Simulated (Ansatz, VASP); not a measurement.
**Two plane-wave programs on Sr2Be**

```
CELL_PARAMETERS angstrom
0.00000 4.95492 4.95492
4.95492 0.00000 4.95492
4.95492 4.95492 0.00000
ATOMIC_POSITIONS crystal
Sr 0.62500 0.62500 0.62500
Sr 0.12500 0.62500 0.62500
Sr 0.62500 0.62500 0.12500
Sr 0.62500 0.12500 0.62500
Be 0.00000 0.00000 0.00000
Be 0.25000 0.25000 0.25000
```

Alike in both runs: functional PBE; k mesh 4 × 4 × 4; occupations gaussian, width 0.1 eV; no spin polarisation.

Ansatz relaxed the structure, and its values are those at the end. VASP's run is a single point on that final structure, the one shown.

```csv
,VASP,Ansatz
version,VASP 6.6.1,Ansatz 0.2.0
potentials or method,"VASP PAW PBE potentials, release 64 (Sr_sv, Be), cutoff 600 eV","scalar-relativistic, plane waves, PAW"
valence electrons in the cell,44,44
```

|  | VASP | Ansatz | Ansatz less VASP |
| --- | --- | --- | --- |
| gap on the k mesh at the Fermi level (eV) | none | none | - |
| pressure (GPa) | 0.1 | 0.1 | -0.03 |

A gap of «none» marks a metal or a gap that the smearing closes.
